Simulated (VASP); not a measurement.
# Co2WCl6 (Fm-3m) in VASP: single point with PBEsol

Aim: the single point of Co2WCl6 with PBEsol.

All numbers are computed with VASP 6.6.1; they aren't measurements. Logs are shortened: lines on timing, memory, paths and dates and some standing lists are left out, and cuts for length are marked.

## (1) The cell of the first run

The structure is cubic, space group Fm-3m (No. 225). Conventional cell: a = 9.176 Å, b = 9.176 Å, c = 9.176 Å, α = 90.00°, β = 90.00°, γ = 90.00°. W (site symmetry m-3m) has 6 Cl at 2.17 Å within 2.9 Å. Co (site symmetry -43m) has 12 Cl at 3.25 Å and 4 W at 3.97 Å within 4.3 Å. Cl (site symmetry 4mm) has 1 W at 2.17 Å within 2.9 Å.

## (2) Single point, PBEsol

Contents of POSCAR:

```
Co2WCl6
1.0
    0.0000000000      4.5879510000      4.5879510000
    4.5879510000      0.0000000000      4.5879510000
    4.5879510000      4.5879510000      0.0000000000
W Co Cl
1 2 6
Direct
    0.0000000000      0.0000000000      0.0000000000
    0.2500000000      0.2500000000      0.2500000000
    0.7500000000      0.7500000000      0.7500000000
    0.2370000000      0.7630000000      0.7630000000
    0.7630000000      0.2370000000      0.7630000000
    0.7630000000      0.2370000000      0.2370000000
    0.2370000000      0.7630000000      0.2370000000
    0.7630000000      0.7630000000      0.2370000000
    0.2370000000      0.2370000000      0.7630000000
```

Contents of INCAR.step1:

```
SYSTEM = Co2WCl6
ALGO = Normal ; EDIFF = 1E-6
ENCUT = 520 ; GGA = PS
ISIF = 2 ; ISMEAR = -1
LASPH = .True. ; LCHARG = .True.
LMAXMIX = 4 ; LREAL = .False.
LWAVE = .False. ; NBANDS = 47
NELM = 60 ; PREC = Accurate
SIGMA = 0.1
```

Contents of KPOINTS.step1:

```
k-points
0
Gamma
  7 7 7
  0 0 0
```

Contents of INCAR.step2:

```
SYSTEM = Co2WCl6
ALGO = Normal ; EDIFF = 1E-6
ENCUT = 520 ; GGA = PS
ICHARG = 11 ; ISIF = 2
ISMEAR = -5 ; LASPH = .True.
LCHARG = .False. ; LMAXMIX = 4
LORBIT = 11 ; LREAL = .False.
LWAVE = .False. ; NEDOS = 1001
NELM = 60 ; PREC = Accurate
SIGMA = 0.1
```

Contents of KPOINTS.step2:

```
k-points
0
Gamma
  11 11 11
  0 0 0
```

Potentials or basis: VASP PAW PBE potentials, release 64 (W_sv, Co, Cl).

On the command line:

```
$ cat potpaw_PBE.64/W_sv/POTCAR potpaw_PBE.64/Co/POTCAR potpaw_PBE.64/Cl/POTCAR > POTCAR
$ cp INCAR.step1 INCAR
$ cp KPOINTS.step1 KPOINTS
$ mpirun -np 1 vasp_std > vasp.out
$ cp INCAR.step2 INCAR
$ cp KPOINTS.step2 KPOINTS
$ mpirun -np 1 vasp_std > vasp.out
```

OUTCAR:

```text
SYSTEM = Co2WCl6
   EDIFF = 1E-6
   ENCUT = 520
   GGA = PS
   ICHARG = 11
   ISIF = 2
   ISMEAR = -5
   LASPH = .True.
   LORBIT = 11
   LREAL = .False.
   NELM = 60
   PREC = Accurate

 ion  position               nearest neighbor table
   1  0.000  0.000  0.000-   4 2.17   5 2.17   6 2.17   7 2.17   8 2.17   9 2.17
   2  0.250  0.250  0.250-
   3  0.750  0.750  0.750-
   4  0.237  0.763  0.763-   1 2.17
   5  0.763  0.237  0.763-   1 2.17
   6  0.763  0.237  0.237-   1 2.17
   7  0.237  0.763  0.237-   1 2.17
   8  0.763  0.763  0.237-   1 2.17
   9  0.237  0.237  0.763-   1 2.17

  LATTYP: Found a face centered cubic cell.
 ALAT       =     9.1759020000

  Lattice vectors:

 A1 = (   0.0000000000,   4.5879510000,   4.5879510000)
 A2 = (   4.5879510000,   0.0000000000,   4.5879510000)
 A3 = (   4.5879510000,   4.5879510000,   0.0000000000)

Analysis of symmetry for initial positions (statically):
=====================================================================
 Subroutine PRICEL returns:
 Original cell was already a primitive cell.

 Routine SETGRP: Setting up the symmetry group for a
 face centered cubic supercell.

 Subroutine GETGRP returns: Found 48 space group operations
 (whereof 48 operations were pure point group operations)
 out of a pool of 48 trial point group operations.

The static configuration has the point symmetry O_h .

Analysis of symmetry for dynamics (positions and initial velocities):
=====================================================================
 Subroutine PRICEL returns:
 Original cell was already a primitive cell.

 Routine SETGRP: Setting up the symmetry group for a
 face centered cubic supercell.

 Subroutine GETGRP returns: Found 48 space group operations
 (whereof 48 operations were pure point group operations)
 out of a pool of 48 trial point group operations.

The dynamic configuration has the point symmetry O_h .

 Subroutine INISYM returns: Found 48 space group operations
 (whereof 48 operations are pure point group operations),
 and found     1 'primitive' translations

----------------------------------------------------------------------------------------

                                     Primitive cell

  volume of cell :     193.1463

  direct lattice vectors                    reciprocal lattice vectors
     0.000000000  4.587951000  4.587951000    -0.108981112  0.108981112  0.108981112
[... 117 lines left out ...]
   ISMEAR =    -5;   SIGMA  =   0.10  broadening in eV -4-tet -1-fermi 0-gaus
   EFERMI_NEDOS =   21; number of points for ismear=-14 and -15
   IALGO  =     38    algorithm
   IMIX   =      4    mixing-type and parameters
     AMIX     =   0.40;   BMIX     =  1.00
     AMIX_MAG =   1.60;   BMIX_MAG =  1.00
  volume/ion in A,a.u.               =      21.46       144.82
  Fermi-wavevector in a.u.,A,eV,Ry     =   1.189022  2.246926 19.235561  1.413774
  Thomas-Fermi vector in A             =   2.325139
   LORBIT       =     11    0 simple, 1 ext, 2 COOP (PROOUT), +10 PAW based schemes
   GGA     = PS    functional components
   LHFCALC =     F    Hartree Fock is set to
   AEXX    =    0.0000 exact exchange contribution
   IVDW    =     0    specifies the selected vdW correction
   LEPSILON=     F    determine dielectric tensor
   LRPA    =     F    only Hartree local field effects (RPA)
 non-spin polarized calculation
 Fermi weights with tetrahedron method with Bloechl corrections
  energy-cutoff  :      520.00
  volume of cell :      193.15
 maximum number of plane-waves:      5218

 number of electron      73.9999993 magnetization

 Free energy of the ion-electron system (eV)
  ---------------------------------------------------
  ext. energy  EPLUGINS =         0.00000000
  ---------------------------------------------------
  free energy    TOTEN  =       -35.86153568 eV

  energy without entropy =      -35.86153568  energy(sigma->0) =      -35.86153568

 E-fermi :   4.2490     XC(G=0):  -9.6851

 val. band max:        4.2504976237   @ k =   0.4545   0.1818   0.0000
 cond. band min:       4.2418285001   @ k =   0.3636   0.0000   0.0000
 fundamental gap:     -0.0086691237
 Fermi energy:         4.2490255516

 k-point     1 :       0.0000    0.0000    0.0000
  band No.  band energies     occupation
      1     -70.7204      2.00000
      2     -35.1910      2.00000
      3     -35.1910      2.00000
      4     -35.1910      2.00000
      5     -13.1747      2.00000
      6     -11.9048      2.00000
[... 1117 lines left out ...]
     43       5.3051      0.00000
     44       9.1356      0.00000

 [... further k-points ...]
[... 5 lines left out ...]
  --------------------------------------------------------------------------------------
  -------------------------------------------------------------------------------------
  Total       25.0112258     25.0112258     25.0112258      0.0000000      0.0000000      0.0000000
  in kB      207.4718838    207.4718838    207.4718838      0.0000000      0.0000000      0.0000000
  external PRESSURE =     207.4718838 kB  Pullay stress =       0.0000000 kB

 VOLUME and BASIS-vectors are now :
 -----------------------------------------------------------------------------
  energy-cutoff  :      520.00
  volume of cell :      193.15
      direct lattice vectors                 reciprocal lattice vectors
     0.000000000  4.587951000  4.587951000    -0.108981112  0.108981112  0.108981112
     4.587951000  0.000000000  4.587951000     0.108981112 -0.108981112  0.108981112
     4.587951000  4.587951000  0.000000000     0.108981112  0.108981112 -0.108981112

 POSITION                                       TOTAL-FORCE (eV/Angst)
 -----------------------------------------------------------------------------------
      0.00000      0.00000      0.00000         0.000000     -0.000000     -0.000000
      2.29398      2.29398      2.29398         0.000000      0.000000      0.000000
      6.88193      6.88193      6.88193        -0.000000      0.000000     -0.000000
      7.00121      4.58795      4.58795        -3.641690     -0.000000      0.000000
      4.58795      7.00121      4.58795         0.000000     -3.641690      0.000000
      2.17469      4.58795      4.58795         3.641690     -0.000000      0.000000
      4.58795      2.17469      4.58795         0.000000      3.641690      0.000000
      4.58795      4.58795      7.00121         0.000000     -0.000000     -3.641690
      4.58795      4.58795      2.17469         0.000000     -0.000000      3.641690
 -----------------------------------------------------------------------------------
    total drift:                                0.000000      0.000000      0.000000

  FREE ENERGIE OF THE ION-ELECTRON SYSTEM (eV)
  ---------------------------------------------------
  free  energy   TOTEN  =       -35.8615356798 eV

  energy  without entropy=      -35.8615356798  energy(sigma->0) =      -35.86153568

 total charge

# of ion       s       p       d       tot
------------------------------------------
    1        2.398   6.517   3.418  12.332
    2        0.135   0.043   7.570   7.748
    3        0.135   0.043   7.570   7.748
    4        1.605   3.504   0.000   5.109
    5        1.605   3.504   0.000   5.109
    6        1.605   3.504   0.000   5.109
    7        1.605   3.504   0.000   5.109
    8        1.605   3.504   0.000   5.109
    9        1.605   3.504   0.000   5.109
--------------------------------------------------
tot         12.300  27.624  18.557  58.481
```

OSZICAR.step1:

```text
N       E                     dE             d eps       ncg     rms          rms(c)
DAV:   1     0.749119609916E+03    0.74912E+03   -0.32747E+04  1920   0.154E+03
DAV:   2     0.613716309958E+02   -0.68775E+03   -0.65287E+03  2021   0.393E+02
DAV:   3    -0.341612511519E+02   -0.95533E+02   -0.91379E+02  2402   0.151E+02
DAV:   4    -0.385430281907E+02   -0.43818E+01   -0.42722E+01  2208   0.334E+01
[... 10 lines left out ...]
DAV:  15    -0.364548956038E+02    0.10541E-02   -0.56000E-03  2530   0.362E-01    0.294E-01
DAV:  16    -0.364546607751E+02    0.23483E-03   -0.94258E-04  2651   0.166E-01    0.135E-01
DAV:  17    -0.364545647247E+02    0.96050E-04   -0.18612E-04  2617   0.679E-02    0.707E-02
DAV:  18    -0.364545517264E+02    0.12998E-04   -0.27843E-05  2385   0.354E-02    0.198E-02
DAV:  19    -0.364545510721E+02    0.65433E-06   -0.55891E-06  1591   0.117E-02
   1 F= -.36454551E+02 E0= -.36005018E+02  d E =-.899065E+00
```

It took 7.8 min on 1 thread of Intel Xeon Platinum 8259CL at 2.50GHz (Skylake/Cascade Lake), shared host; peak memory 0.57 GiB.

What came out:

| Property | Result |
| --- | --- |
| Valence electrons inside the program's atomic spheres | W 12.33; Co 7.75; Cl 5.11 |

Caveat: the PAW data sets were made with another functional, which shifts forces and pressure a little; spin-orbit coupling is left out, which moves the levels of the heavy elements; the run has no spin polarisation, though such a crystal can be magnetic; semilocal functionals often make such compounds metallic where correlation or magnetic order opens a gap, which also shifts bond lengths. Spin polarisation is off, so any magnetic state and its effect on volume and gap are missing.
